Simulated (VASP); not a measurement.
# Y (P6_3/mmc) in VASP: further runs

The runs below take Y through single point, relaxation of cell and atoms, with LDA.

All numbers are computed with VASP 6.6.1; they aren't measurements. Logs are shortened: lines on timing, memory, paths and dates and some standing lists are left out, and cuts for length are marked.

**1. The cell of the first run**

Symmetry: P6_3/mmc, No. 194, hexagonal system. Conventional cell: a = 3.545 Å, b = 3.545 Å, c = 5.502 Å, α = 90.00°, β = 90.00°, γ = 120.00°. Within 4.5 Å of Y (site symmetry -6m2) lie 12 Y at 3.43 to 3.54 Å.

**2. Single point, LDA**

INCAR reads:

```
SYSTEM = Y
PREC = Accurate
ENCUT = 520
EDIFF = 1E-6
ISMEAR = 0
SIGMA = 0.1
LREAL = .False.
LASPH = .True.
NELM = 80
ALGO = Fast
ISIF = 2
LWAVE = .False.
LCHARG = .True.
GGA = CA
LELF = .True.
LVHAR = .True.
NBANDS = 18
```

KPOINTS reads:

```
Automatic mesh
0
Gamma
  15 15 8
  0 0 0
```

POSCAR reads:

```
Y
1.0
    3.5446752972      0.0000000000      0.0000000000
   -1.7723376486      3.0697788555      0.0000000000
    0.0000000000      0.0000000000      5.5019482218
Y
2
Direct
    0.3333333333      0.6666666667      0.2500000000
    0.6666666667      0.3333333333      0.7500000000
```

Potentials or basis: VASP PAW LDA potentials, release 64 (Y_sv).

The run is started by

```
$ cat potpaw_LDA.64/Y_sv/POTCAR > POTCAR
$ mpirun -np 1 vasp_std > vasp.out
```

OUTCAR:

```text
SYSTEM = Y
   PREC = Accurate
   ENCUT = 520
   EDIFF = 1E-6
   ISMEAR = 0
   LREAL = .False.
   LASPH = .True.
   NELM = 80
   ISIF = 2
   GGA = CA

 ion  position               nearest neighbor table
   1  0.333  0.667  0.250-   2 3.43   2 3.43   2 3.43   2 3.43   2 3.43   2 3.43
   2  0.667  0.333  0.750-   1 3.43   1 3.43   1 3.43   1 3.43   1 3.43   1 3.43

  LATTYP: Found a hexagonal cell.
 ALAT       =     3.5446752972
 C/A-ratio  =     1.5521726986

  Lattice vectors:

 A1 = (   3.5446752972,   0.0000000000,   0.0000000000)
 A2 = (  -1.7723376486,   3.0697788555,   0.0000000000)
 A3 = (   0.0000000000,   0.0000000000,   5.5019482218)

Analysis of symmetry for initial positions (statically):
=====================================================================
 Subroutine PRICEL returns:
 Original cell was already a primitive cell.

 Routine SETGRP: Setting up the symmetry group for a
 hexagonal supercell.

 Subroutine GETGRP returns: Found 24 space group operations
 (whereof 12 operations were pure point group operations)
 out of a pool of 24 trial point group operations.

The static configuration has the point symmetry D_3d.
 The point group associated with its full space group is D_6h.

Analysis of symmetry for dynamics (positions and initial velocities):
=====================================================================
 Subroutine PRICEL returns:
 Original cell was already a primitive cell.

 Routine SETGRP: Setting up the symmetry group for a
 hexagonal supercell.

 Subroutine GETGRP returns: Found 24 space group operations
 (whereof 12 operations were pure point group operations)
 out of a pool of 24 trial point group operations.

The dynamic configuration has the point symmetry D_3d.
 The point group associated with its full space group is D_6h.

 Subroutine INISYM returns: Found 24 space group operations
 (whereof 12 operations are pure point group operations),
 and found     1 'primitive' translations

----------------------------------------------------------------------------------------

                                     Primitive cell

  volume of cell :      59.8687

  direct lattice vectors                    reciprocal lattice vectors
     3.544675297  0.000000000  0.000000000     0.282113287  0.162878182  0.000000000
    -1.772337649  3.069778856  0.000000000     0.000000000  0.325756365  0.000000000
     0.000000000  0.000000000  5.501948222     0.000000000  0.000000000  0.181753801

  length of vectors
     3.544675297  3.544675297  5.501948222     0.325756365  0.325756365  0.181753801

  position of ions in fractional coordinates (direct lattice)
     0.333333333  0.666666667  0.250000000
     0.666666667  0.333333333  0.750000000

  ion indices of the primitive-cell ions
   primitive index   ion index
                 1           1
                 2           2

----------------------------------------------------------------------------------------

 KPOINTS: Automatic mesh

Automatic generation of k-mesh.
 Grid dimensions read from file:
 generate k-points for:   15   15    8

 Generating k-lattice:

  Cartesian coordinates                     Fractional coordinates (reciprocal lattice)
     0.018807552  0.010858545  0.000000000     0.066666667 -0.000000000  0.000000000
     0.000000000  0.021717091  0.000000000     0.000000000  0.066666667  0.000000000
     0.000000000  0.000000000  0.022719225     0.000000000  0.000000000  0.125000000

  Length of vectors
     0.021717091  0.021717091  0.022719225

  Shift w.r.t. Gamma in fractional coordinates (k-lattice)
     0.000000000  0.000000000  0.000000000

 Subroutine IBZKPT returns following result:
 ===========================================

 Found    135 irreducible k-points:

 Following reciprocal coordinates:
            Coordinates               Weight
  0.000000  0.000000  0.000000      1.000000
  0.066667 -0.000000  0.000000      6.000000
  0.133333  0.000000  0.000000      6.000000
  0.200000 -0.000000  0.000000      6.000000
  0.266667  0.000000  0.000000      6.000000
  0.333333  0.000000  0.000000      6.000000
[... 16 lines left out ...]
  0.333333  0.200000  0.000000     12.000000
  0.400000  0.200000  0.000000      6.000000
 [... further k-points ...]
   k-points           NKPTS =    135   k-points in BZ     NKDIM =    135   number of bands    NBANDS=     18
   number of dos      NEDOS =    301   number of ions     NIONS =      2
   total plane-waves  NPLWV =  32928
   dimension x,y,z NGX =    28 NGY =   28 NGZ =   42
   dimension x,y,z NGXF=    56 NGYF=   56 NGZF=   84
   ions per type =               2
   NGX,Y,Z   is equivalent  to a cutoff of  13.13, 13.13, 12.69 a.u.
   NGXF,Y,Z  is equivalent  to a cutoff of  26.26, 26.26, 25.38 a.u.
 SYSTEM =  Y
   PREC   = accura    normal or accurate (medium, high low for compatibility)
   ISTART =      0    job   : 0-new  1-cont  2-samecut
   ICHARG =      2    charge: 1-file 2-atom 10-const
   ISPIN  =      1    spin polarized calculation?
   LNONCOLLINEAR =      F non collinear calculations
   LSORBIT =      F    spin-orbit coupling
   LASPH  =      T    aspherical Exc in radial PAW
   ENCUT  =  520.0 eV  38.22 Ry    6.18 a.u.   6.59  6.59 10.23*2*pi/ulx,y,z
   NELM   =     80;   NELMIN=  2; NELMDL= -5     # of ELM steps
   EDIFF  = 0.1E-05   stopping-criterion for ELM
   LREAL  =      F    real-space projection
   EDIFFG = 0.1E-04   stopping-criterion for IOM
   NSW    =      0    number of steps for IOM
   IBRION =     -1    ionic relax: 0-MD 1-quasi-New 2-CG
   NFREE  =      0    steps in history (QN), initial steepest desc. (CG)
   ISIF   =      2    stress and relaxation
   ISYM   =      2    0-nonsym 1-usesym 2-fastsym
   POTIM  = 0.5000    time-step for ionic-motion
   TEBEG  =    0.0;   TEEND  =   0.0 temperature during run
   PSTRESS=    0.0 pullay stress
   NELECT =      22.0000    total number of electrons
   NUPDOWN=      -1.0000    fix difference up-down
   EMIN   =  10.00;   EMAX   =-10.00  energy-range for DOS
   EFERMI =   0.00;   METHOD = LEGACY
   ISMEAR =     0;   SIGMA  =   0.10  broadening in eV -4-tet -1-fermi 0-gaus
   EFERMI_NEDOS =   21; number of points for ismear=-14 and -15
   IALGO  =     68    algorithm
   IMIX   =      4    mixing-type and parameters
     AMIX     =   0.40;   BMIX     =  1.00
     AMIX_MAG =   1.60;   BMIX_MAG =  1.00
  volume/ion in A,a.u.               =      29.93       202.01
  Fermi-wavevector in a.u.,A,eV,Ry     =   1.172598  2.215888 18.707812  1.374985
  Thomas-Fermi vector in A             =   2.309024
   LORBIT       =      0    0 simple, 1 ext, 2 COOP (PROOUT), +10 PAW based schemes
   GGA     = CA    functional components
   LHFCALC =     F    Hartree Fock is set to
   AEXX    =    0.0000 exact exchange contribution
   IVDW    =     0    specifies the selected vdW correction
   LEPSILON=     F    determine dielectric tensor
   LRPA    =     F    only Hartree local field effects (RPA)
 non-spin polarized calculation
 RMM-DIIS sequential band-by-band and
 Gauss-broadening in eV      SIGMA  =   0.10
  energy-cutoff  :      520.00
  volume of cell :       59.87
 maximum number of plane-waves:      1641
 NGX is ok and might be reduce to    28
   NGX = 13   NGY = 13   NGZ = 21

 number of electron      21.9999999 magnetization

 Free energy of the ion-electron system (eV)
  ---------------------------------------------------
  ext. energy  EPLUGINS =         0.00000000
  ---------------------------------------------------
  free energy    TOTEN  =       -13.90280872 eV

  energy without entropy =      -13.88569122  energy(sigma->0) =      -13.89424997

 E-fermi :   3.2952     XC(G=0): -10.0090

 val. band max:        3.2946812239   @ k =   0.2000   0.1333   0.0000
 cond. band min:       3.2965570600   @ k =   0.1333   0.1333   0.1250
 fundamental gap:      0.0018758361
 Fermi energy:         3.2952100731

 k-point     1 :       0.0000    0.0000    0.0000
  band No.  band energies     occupation
      1     -38.9499      2.00000
      2     -38.8331      2.00000
      3     -19.4905      2.00000
      4     -18.8344      2.00000
      5     -18.8344      2.00000
      6     -18.7068      2.00000
[... 10 lines left out ...]
     17       6.1507      0.00000
     18       6.1507      0.00000

 k-point     2 :       0.0667   -0.0000    0.0000
  band No.  band energies     occupation
      1     -38.9466      2.00000
      2     -38.8320      2.00000
      3     -19.4796      2.00000
      4     -18.8564      2.00000
      5     -18.8421      2.00000
      6     -18.7301      2.00000
[... 10 lines left out ...]
     17       6.0121      0.00000
     18       6.0481      0.00000

 k-point     3 :       0.1333    0.0000    0.0000
  band No.  band energies     occupation
      1     -38.9369      2.00000
      2     -38.8291      2.00000
      3     -19.4478      2.00000
      4     -18.9185      2.00000
      5     -18.8632      2.00000
      6     -18.7946      2.00000
[... 10 lines left out ...]
     17       6.0188      0.00000
     18       6.1027      0.00000

 k-point     4 :       0.2000   -0.0000    0.0000
  band No.  band energies     occupation
      1     -38.9223      2.00000
      2     -38.8251      2.00000
      3     -19.3978      2.00000
      4     -19.0103      2.00000
      5     -18.8930      2.00000
      6     -18.8865      2.00000
[... 375 lines left out ...]
      4     -19.1771      2.00000
      5     -19.1606      2.00000
      6     -19.0005      2.00000
[... 10 lines left out ...]
     17       8.1351      0.00000
     18       9.0293      0.00000

 k-point    23 :       0.3333    0.2000    0.0000
  band No.  band energies     occupation
      1     -38.8533      2.00000
      2     -38.8219      2.00000
      3     -19.2766      2.00000
      4     -19.1576      2.00000
      5     -19.1152      2.00000
      6     -19.0530      2.00000
[... 10 lines left out ...]
     17       8.4917      0.00000
     18       9.0225      0.00000

 k-point    24 :       0.4000    0.2000    0.0000
  band No.  band energies     occupation
      1     -38.8476      2.00000
      2     -38.8239      2.00000
      3     -19.2930      2.00000
      4     -19.1481      2.00000
      5     -19.0850      2.00000
      6     -19.0804      2.00000
[... 10 lines left out ...]
     17       8.6580      0.00000
     18       8.9926      0.00000

 [... further k-points ...]

------------------------ aborting loop because EDIFF is reached ----------------------------------------

  FORCE on cell =-STRESS in cart. coord.  units (eV):
  Direction    XX          YY          ZZ          XY          YZ          ZX
  --------------------------------------------------------------------------------------
  -------------------------------------------------------------------------------------
  Total       -0.0646382     -0.0646382     -0.0362654      0.0000000      0.0000000      0.0000000
  in kB       -1.7298163     -1.7298163     -0.9705159      0.0000000      0.0000000      0.0000000
  external PRESSURE =      -1.4767162 kB  Pullay stress =       0.0000000 kB

 VOLUME and BASIS-vectors are now :
 -----------------------------------------------------------------------------
  energy-cutoff  :      520.00
  volume of cell :       59.87
      direct lattice vectors                 reciprocal lattice vectors
     3.544675297  0.000000000  0.000000000     0.282113287  0.162878182  0.000000000
    -1.772337649  3.069778856  0.000000000     0.000000000  0.325756365  0.000000000
     0.000000000  0.000000000  5.501948222     0.000000000  0.000000000  0.181753801

 POSITION                                       TOTAL-FORCE (eV/Angst)
 -----------------------------------------------------------------------------------
     -0.00000      2.04652      1.37549        -0.000000      0.000000      0.000000
      1.77234      1.02326      4.12646         0.000000     -0.000000      0.000000
 -----------------------------------------------------------------------------------
    total drift:                               -0.000000      0.000000     -0.000000

  FREE ENERGIE OF THE ION-ELECTRON SYSTEM (eV)
  ---------------------------------------------------
  free  energy   TOTEN  =       -13.9028087183 eV

  energy  without entropy=      -13.8856912170  energy(sigma->0) =      -13.89424997
```

It took 88 s on 1 thread of Intel Xeon 6975P-C (Granite Rapids), shared host; peak memory 0.26 GiB.

Results:

| Quantity | Value |
| --- | --- |
| Free energy | -13.9028 eV |
| Pressure | -0.1 GPa |
| Band gap on the k mesh | zero (bands 11 and 12 overlap by 1.78 eV) |

Levels at points of the mesh, in eV from the Fermi level:
```csv
k point,band 8,band 9,band 10,band 11,band 12,band 13,band 14,band 15
"(0.00, 0.00, 0.00)",-21.95,-4.81,-2.01,1.35,1.75,1.75,2.19,2.45
"(0.00, 0.00, 0.50)",-22.07,-3.23,-3.23,1.02,1.02,1.64,1.64,1.64
```

**3. Relaxation of cell and atoms, LDA**

This run uses another cell than the first one, of 32.83 Å³/atom.

INCAR reads:

```
ALGO = Fast
EDIFF = 1E-7
EDIFFG = -0.005
ENCUT = 600
IBRION = 2
ISIF = 3
ISMEAR = 0
LASPH = T
LCHARG = F
LREAL = F
LWAVE = F
NELM = 60
NSW = 70
PREC = Accurate
SIGMA = 0.1
```

KPOINTS reads:

```
k-points
0
Gamma
  15 15 8
```

POSCAR reads:

```
Y
1.0
    3.6549408269      0.0000000000      0.0000000000
   -1.8274704135      3.1652716054      0.0000000000
    0.0000000000      0.0000000000      5.6754605045
Y
2
Direct
    0.3333333333      0.6666666667      0.2500000000
    0.6666666667      0.3333333333      0.7500000000
```

Potentials or basis: VASP PAW LDA potentials, release 64 (Y_sv).

The run is started by

```
$ cat potpaw_LDA.64/Y_sv/POTCAR > POTCAR
$ mpirun -np 1 vasp_std > vasp.out
```

It took 9 min on 1 thread of Intel Xeon 6975P-C (Granite Rapids), shared host; peak memory 0.32 GiB.

Results (log left out):

| Quantity | Value |
| --- | --- |
| Free energy | -13.9032 eV |
| Relaxed volume | 29.84 Å³/atom |
| Relaxed cell | a = 3.539 Å, b = 3.539 Å, c = 5.500 Å, α = 90.00°, β = 90.00°, γ = 120.00° |
| Space group after relaxing (to 0.1 Å) | P6_3/mmc (No. 194) |
| Energy gained by relaxing | 37.1 meV/atom |
| Ionic steps | 8 |
| Pressure after relaxing | 0.0 GPa |
| Band gap on the k mesh | zero (bands 11 and 12 overlap by 1.78 eV) |

Step by step:
| step | energy change (eV) | largest force (eV/Å) | pressure (GPa) | volume (Å³) |
| --- | --- | --- | --- | --- |
| 1 | 0.0000 | 0.0000 | -3.73 | 65.66 |
| 2 | -0.0716 | 0.0000 | 0.81 | 58.65 |
| 3 | -0.0741 | 0.0000 | 0.01 | 59.67 |
| 4 | -0.0741 | 0.0000 | -0.10 | 59.79 |
| 5 | -0.0741 | 0.0000 | -0.08 | 59.78 |
| 6 | -0.0741 | 0.0000 | -0.08 | 59.77 |
| 7 | -0.0742 | 0.0000 | 0.01 | 59.66 |
| 8 | -0.0742 | 0.0000 | -0.01 | 59.67 |

Final structure:
```cif
data_structure
_symmetry_space_group_name_H-M 'P 1'
_symmetry_Int_Tables_number 1
_cell_length_a 3.5395
_cell_length_b 3.5395
_cell_length_c 5.4999
_cell_angle_alpha 90.000
_cell_angle_beta 90.000
_cell_angle_gamma 120.000
_cell_volume 59.67
loop_
_atom_site_label
_atom_site_type_symbol
_atom_site_fract_x
_atom_site_fract_y
_atom_site_fract_z
_atom_site_occupancy
Y1 Y 0.33333 0.66667 0.25000 1
Y2 Y 0.66667 0.33333 0.75000 1
```

Levels at points of the mesh, in eV from the Fermi level:
```tsv
k point	band 9	band 10	band 11	band 12	band 13	band 14
(0.00, 0.00, 0.00)	-4.82	-2.02	1.36	1.75	1.75	2.18
(0.00, 0.00, 0.50)	-3.24	-3.24	1.01	1.01	1.65	1.65
```
